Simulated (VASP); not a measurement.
Input of a VASP 6.6.1 run:

The input INCAR:

```
  PREC = Accurate
  ENCUT = 520
  EDIFF = 1E-6
  ISMEAR = 0
  SIGMA = 0.1
  LREAL = F
  LASPH = T
  NELM = 150
  ALGO = Normal
  ISIF = 2
  LWAVE = F
  LCHARG = F
  ISPIN = 2
  MAGMOM = 1.88 1.88 1.88 1.88
  LORBIT = 11
  LMAXMIX = 4
  GGA = PE
  NBANDS = 30
```

Contents of KPOINTS:

```
Automatic mesh
0
Gamma
  24 24 8
```

The input POSCAR:

```
Co
1.0
    2.5414269160      0.0000000000      0.0000000000
   -1.2707134580      2.2009402711      0.0000000000
    0.0000000000      0.0000000000      7.9961976493
Co
4
Direct
    0.0000000000      0.0000000000      0.0000000000
    0.3333333333      0.6666666667      0.2500000000
    0.0000000000      0.0000000000      0.5000000000
    0.6666666667      0.3333333333      0.7500000000
```

Potentials or basis: VASP PAW PBE potentials, release 64 (Co).

The run is started by

```console
$ cat potpaw_PBE.64/Co/POTCAR > POTCAR
$ mpirun -np 1 vasp_std > vasp.out
```

Task: Estimate the net moment.

Result: 6.56 μB per cell.

Task: What does it give for the site moments?

Result: Co +1.66, +1.67 (each value once) μB.

Stress tensor (GPa, compression positive):
```
-8.56  0.00  0.00
 0.00 -8.56  0.00
 0.00  0.00 -0.36
```

Caveat: the cell differs from its parent crystal (biaxial strain in the a-b plane: +2.0 %); the stress differs along the axes, from -9 to -0 GPa.
